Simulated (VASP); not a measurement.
A run of VASP 6.6.1 is set up as follows.

Contents of INCAR:

```
PREC = Accurate ; ENCUT = 520
EDIFF = 1E-6 ; ISMEAR = -1
SIGMA = 0.02 ; LREAL = False
LASPH = True ; NELM = 60
ALGO = Normal ; ISIF = 2
LWAVE = False ; LCHARG = True
GGA = PE ; LELF = True
LVHAR = True ; NBANDS = 28
```

Contents of KPOINTS:

```
regular mesh
0
Gamma
  6 6 6
```

POSCAR

```
SrTiO3
1.0
    4.0771902285      0.0000000000      0.0000000000
    0.0000000000      4.0771902285      0.0000000000
    0.0000000000      0.0000000000      4.0771902285
Sr Ti O
1 1 3
Direct
    0.0000000000      0.0000000000      0.0000000000
    0.5000000000      0.5000000000      0.5000000000
    0.5000000000      0.0000000000      0.5000000000
    0.5000000000      0.5000000000      0.0000000000
    0.0000000000      0.5000000000      0.5000000000
```

Potentials or basis: VASP PAW PBE potentials, release 64 (Sr_sv, Ti_sv, O).

The run is started by

```console
$ cat potpaw_PBE.64/Sr_sv/POTCAR potpaw_PBE.64/Ti_sv/POTCAR potpaw_PBE.64/O/POTCAR > POTCAR
$ mpirun -np 1 vasp_std > vasp.out
```

Problem. What does it give for the pressure?

Solution. -13.8 GPa.

Problem. Estimate the band gap on the k mesh.

Solution. 1.60 eV, indirect (least direct gap 2.01 eV).

Caveat: the cell differs from its parent crystal (strain +4.4%). A k mesh can miss the band edges.
